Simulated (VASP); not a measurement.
# Sr (I4/mmm) in VASP: further runs, part 2 of 2

VASP 6.6.1. Earlier steps stand in the parts before.

## (3) Single point, r2SCAN (strain -0.1125 x Voigt [0, 1, 0, 0, 0, 0])

POSCAR

```
Sr
1.0
   -2.4250000000      2.1521875000      2.4250000000
    2.4250000000     -2.1521875000      2.4250000000
    2.4250000000      2.1521875000     -2.4250000000
Sr
1
Direct
    0.0000000000      0.0000000000      0.0000000000
```

INCAR.step1

```
SYSTEM = Sr
ALGO = Normal
EDIFF = 1E-4
ENCUT = 520
GGA = PE
ISMEAR = 0
LASPH = .True.
LCHARG = .False.
LREAL = .False.
LWAVE = .True.
NBANDS = 11
NELM = 60
PREC = Accurate
SIGMA = 0.15
```

INCAR.step2

```
SYSTEM = Sr
ALGO = Normal
EDIFF = 1E-6
ENCUT = 520
ISIF = 2
ISMEAR = 0
ISTART = 1
LASPH = .True.
LCHARG = .False.
LMIXTAU = .True.
LREAL = .False.
LWAVE = .False.
METAGGA = R2SCAN
NBANDS = 11
NELM = 60
PREC = Accurate
SIGMA = 0.15
```

KPOINTS

```
k-points
0
Gamma
  14 14 14
  0 0 0
```

Potentials or basis: VASP PAW PBE potentials, release 64 (Sr_sv).

Launch:

```sh
> cat potpaw_PBE.64/Sr_sv/POTCAR > POTCAR
> cp INCAR.step1 INCAR
> mpirun -np 1 vasp_std > vasp.out
> cp INCAR.step2 INCAR
> mpirun -np 1 vasp_std > vasp.out
```

OUTCAR:

```text
SYSTEM = Sr
   EDIFF = 1E-6
   ENCUT = 520
   ISIF = 2
   ISMEAR = 0
   ISTART = 1
   LASPH = .True.
   LREAL = .False.
   METAGGA = R2SCAN
   NELM = 60
   PREC = Accurate

 ion  position               nearest neighbor table
   1  0.000  0.000  0.000-

  LATTYP: Found a body centered tetragonal cell.
 ALAT       =     4.8500000000
 C/A-ratio  =     0.8875000000

  Lattice vectors:

 A1 = (  -2.4250000000,  -2.1521875000,   2.4250000000)
 A2 = (   2.4250000000,  -2.1521875000,  -2.4250000000)
 A3 = (   2.4250000000,   2.1521875000,   2.4250000000)

Analysis of symmetry for initial positions (statically):
=====================================================================
 Subroutine PRICEL returns:
 Original cell was already a primitive cell.

 Routine SETGRP: Setting up the symmetry group for a
 body centered tetragonal supercell.

 Subroutine GETGRP returns: Found 16 space group operations
 (whereof 16 operations were pure point group operations)
 out of a pool of 16 trial point group operations.

The static configuration has the point symmetry D_4h.

Analysis of symmetry for dynamics (positions and initial velocities):
=====================================================================
 Subroutine PRICEL returns:
 Original cell was already a primitive cell.

 Routine SETGRP: Setting up the symmetry group for a
 body centered tetragonal supercell.

 Subroutine GETGRP returns: Found 16 space group operations
 (whereof 16 operations were pure point group operations)
 out of a pool of 16 trial point group operations.

The dynamic configuration has the point symmetry D_4h.

 Subroutine INISYM returns: Found 16 space group operations
 (whereof 16 operations are pure point group operations),
 and found     1 'primitive' translations

----------------------------------------------------------------------------------------

                                     Primitive cell

[... 107 lines left out ...]
     AMIX     =   0.40;   BMIX     =  1.00
     AMIX_MAG =   1.60;   BMIX_MAG =  1.00
  volume/ion in A,a.u.               =      50.62       341.63
  Fermi-wavevector in a.u.,A,eV,Ry     =   0.953426  1.801714 12.367982  0.909021
  Thomas-Fermi vector in A             =   2.082080
   LORBIT       =      0    0 simple, 1 ext, 2 COOP (PROOUT), +10 PAW based schemes
   METAGGA = R2SCAN    functional components
   LHFCALC =     F    Hartree Fock is set to
   AEXX    =    0.0000 exact exchange contribution
   IVDW    =     0    specifies the selected vdW correction
   LEPSILON=     F    determine dielectric tensor
   LRPA    =     F    only Hartree local field effects (RPA)
 non-spin polarized calculation
 Gauss-broadening in eV      SIGMA  =   0.15
  energy-cutoff  :      520.00
  volume of cell :       50.62
 maximum number of plane-waves:      1376
   NGX = 15   NGY = 15   NGZ = 15

 number of electron      10.0000000 magnetization

 Free energy of the ion-electron system (eV)
  ---------------------------------------------------
  ext. energy  EPLUGINS =         0.00000000
  ---------------------------------------------------
  free energy    TOTEN  =       -15.06696565 eV

  energy without entropy =      -15.05226087  energy(sigma->0) =      -15.05961326

 E-fermi :   1.8933     XC(G=0):  -8.0522

 val. band max:        1.8881403080   @ k =   0.3571   0.2857   0.0000
 cond. band min:       1.8962437287   @ k =  -0.0714   0.5000   0.0714
 fundamental gap:      0.0081034207
 Fermi energy:         1.8932645979

 k-point     1 :       0.0000    0.0000    0.0000
  band No.  band energies     occupation
      1     -35.9570      2.00000
      2     -17.2082      2.00000
      3     -17.1933      2.00000
      4     -17.1933      2.00000
      5      -2.0368      2.00000
      6       4.2600      0.00000
      7       5.0971      0.00000
      8       5.0971      0.00000
      9       5.5626      0.00000
     10       6.7293      0.00000
     11      10.3937      0.00000
[... 309 lines left out ...]
 k-point    24 :       0.1429    0.1429    0.0000
  band No.  band energies     occupation
      1     -35.9455      2.00000
      2     -17.3252      2.00000
      3     -17.2411      2.00000
      4     -17.2046      2.00000
      5      -0.9635      2.00000
      6       3.5192      0.00000
      7       4.1554      0.00000
      8       5.4032      0.00000
      9       6.0587      0.00000
     10       6.5529      0.00000
     11      10.5065      0.00000

 [... further k-points ...]
[... 5 lines left out ...]
  --------------------------------------------------------------------------------------
  -------------------------------------------------------------------------------------
  Total        0.3605273      0.6431934      0.3605273     -0.0000000      0.0000000      0.0000000
  in kB       11.4099881     20.3558178     11.4099881     -0.0000000      0.0000000      0.0000000
  external PRESSURE =      14.3919313 kB  Pullay stress =       0.0000000 kB

 VOLUME and BASIS-vectors are now :
 -----------------------------------------------------------------------------
  energy-cutoff  :      520.00
  volume of cell :       50.62
      direct lattice vectors                 reciprocal lattice vectors
    -2.425000000  2.152187500  2.425000000     0.000000000  0.232321766  0.206185567
     2.425000000 -2.152187500  2.425000000     0.206185567  0.000000000  0.206185567
     2.425000000  2.152187500 -2.425000000     0.206185567  0.232321766  0.000000000

 POSITION                                       TOTAL-FORCE (eV/Angst)
 -----------------------------------------------------------------------------------
      0.00000      0.00000      0.00000         0.000000     -0.000000      0.000000
 -----------------------------------------------------------------------------------
    total drift:                                0.000000     -0.000000      0.000000

  FREE ENERGIE OF THE ION-ELECTRON SYSTEM (eV)
  ---------------------------------------------------
  free  energy   TOTEN  =       -15.0669656502 eV

  energy  without entropy=      -15.0522608673  energy(sigma->0) =      -15.05961326
```

OUTCAR.step1:

```text
SYSTEM = Sr
   EDIFF = 1E-4
   ENCUT = 520
   GGA = PE
   ISMEAR = 0
   LASPH = .True.
[... 554 lines left out ...]
 -----------------------------------------------------------------------------------
      0.00000      0.00000      0.00000        -0.000000     -0.000000     -0.000000
 -----------------------------------------------------------------------------------
    total drift:                               -0.000000     -0.000000      0.000000

  FREE ENERGIE OF THE ION-ELECTRON SYSTEM (eV)
  ---------------------------------------------------
  free  energy   TOTEN  =        -1.6197518607 eV

  energy  without entropy=       -1.6058214893  energy(sigma->0) =       -1.61278668
```

It took 3.8 min on 1 thread of Oxide Virtual Turin-like, shared host; peak memory 0.23 GiB.

What came out:

```
Free energy            : -15.0670 eV
Pressure               : 1.4 GPa
Band gap on the k mesh : zero (bands 5 and 6 overlap by 0.40 eV)
```

Caveat: the cell differs from its parent crystal (strain -0.1125 x Voigt [0, 1, 0, 0, 0, 0]); the PAW data sets were made with another functional, which shifts forces and pressure a little.

## (4) Single point, r2SCAN (strain -0.0750 x Voigt [0, 1, 0, 0, 0, 0])

POSCAR

```
Sr
1.0
   -2.4250000000      2.2431250000      2.4250000000
    2.4250000000     -2.2431250000      2.4250000000
    2.4250000000      2.2431250000     -2.4250000000
Sr
1
Direct
    0.0000000000      0.0000000000      0.0000000000
```

INCAR.step1

```
PREC = Accurate ; ENCUT = 520
ISMEAR = 0 ; SIGMA = 0.15
LREAL = F ; LASPH = T
NELM = 60 ; NBANDS = 11
GGA = PE ; ALGO = Normal
EDIFF = 1E-4 ; LWAVE = T
LCHARG = F
```

INCAR.step2

```
PREC = Accurate ; ENCUT = 520
EDIFF = 1E-7 ; ISMEAR = 0
SIGMA = 0.15 ; LREAL = F
LASPH = T ; NELM = 60
ALGO = Normal ; ISIF = 2
LWAVE = F ; LCHARG = F
METAGGA = R2SCAN ; LMIXTAU = T
NBANDS = 11 ; ISTART = 1
```

KPOINTS

```
regular mesh
0
Gamma
  14 14 14
```

Potentials or basis: VASP PAW PBE potentials, release 64 (Sr_sv).

Launch:

```sh
> cat potpaw_PBE.64/Sr_sv/POTCAR > POTCAR
> cp INCAR.step1 INCAR
> mpirun -np 1 vasp_std > vasp.out
> cp INCAR.step2 INCAR
> mpirun -np 1 vasp_std > vasp.out
```

OUTCAR:

```text
PREC = Accurate
   ENCUT = 520
   EDIFF = 1E-7
   ISMEAR = 0
   LREAL = F
   LASPH = T
   NELM = 60
   ISIF = 2
   METAGGA = R2SCAN
   ISTART = 1

 ion  position               nearest neighbor table
   1  0.000  0.000  0.000-

  LATTYP: Found a body centered tetragonal cell.
 ALAT       =     4.8500000000
 C/A-ratio  =     0.9250000000

  Lattice vectors:

 A1 = (  -2.4250000000,  -2.2431250000,   2.4250000000)
[... 506 lines left out ...]
      1     -36.1714      2.00000
      2     -17.5440      2.00000
      3     -17.4675      2.00000
      4     -17.4391      2.00000
      5      -1.0828      2.00000
      6       3.4259      0.00000
      7       3.8858      0.00000
      8       5.2903      0.00000
      9       5.7310      0.00000
     10       6.2626      0.00000
     11      10.2206      0.00000

 [... further k-points ...]
[... 5 lines left out ...]
  --------------------------------------------------------------------------------------
  -------------------------------------------------------------------------------------
  Total        0.2117763      0.3354737      0.2117763     -0.0000000     -0.0000000      0.0000000
  in kB        6.4305930     10.1866677      6.4305930     -0.0000000     -0.0000000      0.0000000
  external PRESSURE =       7.6826179 kB  Pullay stress =       0.0000000 kB

 VOLUME and BASIS-vectors are now :
 -----------------------------------------------------------------------------
  energy-cutoff  :      520.00
  volume of cell :       52.76
      direct lattice vectors                 reciprocal lattice vectors
    -2.425000000  2.243125000  2.425000000     0.000000000  0.222903316  0.206185567
     2.425000000 -2.243125000  2.425000000     0.206185567  0.000000000  0.206185567
     2.425000000  2.243125000 -2.425000000     0.206185567  0.222903316  0.000000000

 POSITION                                       TOTAL-FORCE (eV/Angst)
 -----------------------------------------------------------------------------------
      0.00000      0.00000      0.00000        -0.000000      0.000000      0.000000
 -----------------------------------------------------------------------------------
    total drift:                               -0.000000     -0.000000      0.000000

  FREE ENERGIE OF THE ION-ELECTRON SYSTEM (eV)
  ---------------------------------------------------
  free  energy   TOTEN  =       -15.0871955733 eV

  energy  without entropy=      -15.0723723907  energy(sigma->0) =      -15.07978398
```

OSZICAR.step1:

```text
N       E                     dE             d eps       ncg     rms          rms(c)
DAV:   1     0.348954032287E+02    0.34895E+02   -0.47933E+03  5368   0.789E+02
DAV:   2     0.105108635729E+00   -0.34790E+02   -0.34104E+02  6217   0.150E+02
DAV:   3    -0.155966173600E+01   -0.16648E+01   -0.16429E+01  8061   0.239E+01
DAV:   4    -0.163049056532E+01   -0.70829E-01   -0.70703E-01  6994   0.438E+00
DAV:   5    -0.163191156658E+01   -0.14210E-02   -0.14209E-02  7675   0.489E-01    0.112E+01
DAV:   6    -0.163277844025E+01   -0.86687E-03   -0.65445E-03  6499   0.907E-01    0.636E+00
DAV:   7    -0.163384872106E+01   -0.10703E-02   -0.11625E-02  6047   0.119E+00    0.279E-01
DAV:   8    -0.163393140357E+01   -0.82683E-04   -0.13669E-03  8509   0.210E-01    0.631E-02
DAV:   9    -0.163395173230E+01   -0.20329E-04   -0.99744E-06  3782   0.304E-02
   1 F= -.16339517E+01 E0= -.16271052E+01  d E =-.136930E-01
```

Wall time 9.2 min (1 thread of Oxide Virtual Turin-like, shared host); peak memory 0.24 GiB.

Results:

```
Free energy            : -15.0872 eV
Pressure               : 0.8 GPa
Band gap on the k mesh : zero (bands 5 and 6 overlap by 0.36 eV)
```

Caveat: the cell differs from its parent crystal (strain -0.0750 x Voigt [0, 1, 0, 0, 0, 0]); the PAW data sets were made with another functional, which shifts forces and pressure a little.

## (5) The runs side by side

```csv
cell,gap on the mesh (eV),pressure (GPa)
"a = 4.001 Å, angles 105.4, 118.0, 105.4°, 1 atom",none,2.2
"a = 4.049 Å, angles 106.4, 115.8, 106.4°, 1 atom",none,1.4
"a = 4.098 Å, angles 107.4, 113.6, 107.4°, 1 atom",none,0.8
```

Alike in all rows: task single point; level r2SCAN; potentials or basis VASP PAW PBE potentials, release 64 (Sr_sv); no spin polarisation; k mesh 14 × 14 × 14; cutoff (eV) 520; smearing gaussian 0.15 eV.

Caveats: the PAW data sets were made with another functional, which shifts forces and pressure a little.

Total energies depend on the potentials used, so only differences within one code and one set of settings carry meaning.
